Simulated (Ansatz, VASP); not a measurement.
**One calculation of LiF, two programs**

```
Li F
1.0
     2.54117    0.00000    0.00000
     0.00000    2.54117    0.00000
     0.00000    0.00000    2.54117
Li F
1 1
Direct
  0.00000 0.00000 0.00000
  0.50000 0.50000 0.50000
```

Alike in both runs: task single point; functional r2SCAN; k mesh 8 × 8 × 8; no spin polarisation.

```csv
,VASP,Ansatz
version,VASP 6.6.1,Ansatz 0.2.0
potentials or method,"VASP PAW PBE potentials, release 64 (Li_sv, F_h)","plane waves, PAW"
plane-wave cutoff (eV),1490,500
occupations,"gaussian, width 0.01 eV",fixed
valence electrons in the cell,10,10
```

```tsv
	VASP	Ansatz	Ansatz less VASP
gap on the k mesh at the Fermi level (eV)	8.82	8.65	-0.176
pressure (GPa)	-3.3	-2.1	+1.20
```

VASP's potentials were made for PBE, not for r2SCAN.
